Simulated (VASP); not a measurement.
**Pd: relaxation of cell and atoms with PBE**

Pd:

```
Pd
1.0
     2.75277    0.00000    0.00000
    -1.37638    2.38397    0.00000
     0.00000    0.00000    4.49525
Pd
2
Direct
  0.00000 0.00000 0.00000
  0.33333 0.66667 0.50000
```

This isn't the form of Pd at room conditions, which is fcc.

```json
{"Program": "VASP 6.6.1", "Task": "relaxation of cell and atoms", "Functional": "PBE", "Potentials or basis": "VASP PAW PBE potentials, release 64 (Pd)", "Cutoff": "600 eV", "k mesh": "18 × 18 × 10", "Occupations": "gaussian, width 0.1 eV", "Spin": "no spin polarisation", "Dipole correction": "no", "Further INCAR settings": "ALGO = Fast; EDIFF = 1e-06; IBRION = 2; EDIFFG = -0.005; NSW = 100; ISIF = 3"}
```

```json
{
 "Relaxed volume": "15.37 Å³/atom",
 "Relaxed cell": "a = 2.766 Å, b = 2.766 Å, c = 4.640 Å, α = 90.00°, β = 90.00°, γ = 120.00°",
 "Space group after relaxing (to 0.1 Å)": "P6_3/mmc (No. 194)",
 "Energy gained by relaxing": "17.2 meV/atom",
 "Ionic steps": "6",
 "Pressure after relaxing": "0.0 GPa",
 "Band gap on the k mesh": "zero (bands 10 and 11 overlap by 0.86 eV)"
}
```

Step by step:
```
step  energy change (eV)  largest force (eV/Å)  pressure (GPa)  volume (Å³)
   1              0.0000                0.0000            7.79        29.50
   2              0.0219                0.0000           -8.56        32.66
   3             -0.0310                0.0000           -0.26        30.80
   4             -0.0336                0.0000           -0.16        30.77
   5             -0.0343                0.0000           -0.04        30.75
   6             -0.0344                0.0000            0.01        30.74
```

Final structure:
```
CELL_PARAMETERS angstrom
2.76568 0.00000 0.00000
-1.38284 2.39515 0.00000
0.00000 0.00000 4.63989
ATOMIC_POSITIONS crystal
Pd 0.00000 0.00000 0.00000
Pd 0.33333 0.66667 0.50000
```

Levels at points of the mesh, in eV from the Fermi level:
```tsv
k point	band 8	band 9	band 10	band 11	band 12	band 13
(0.00, 0.00, 0.00)	-1.53	-1.53	-0.22	-0.22	0.89	6.61
(0.50, 0.00, 0.00)	0.01	0.03	0.21	2.58	4.46	9.44
(0.00, 0.00, 0.50)	-2.60	-0.65	-0.65	-0.65	-0.65	13.62
(0.50, 0.00, 0.50)	-0.43	0.14	0.14	2.67	2.67	8.00
```

It took 5.6 min on 1 thread of Intel Xeon 8259CL, with other jobs on the host, peak memory 0.25 GiB.
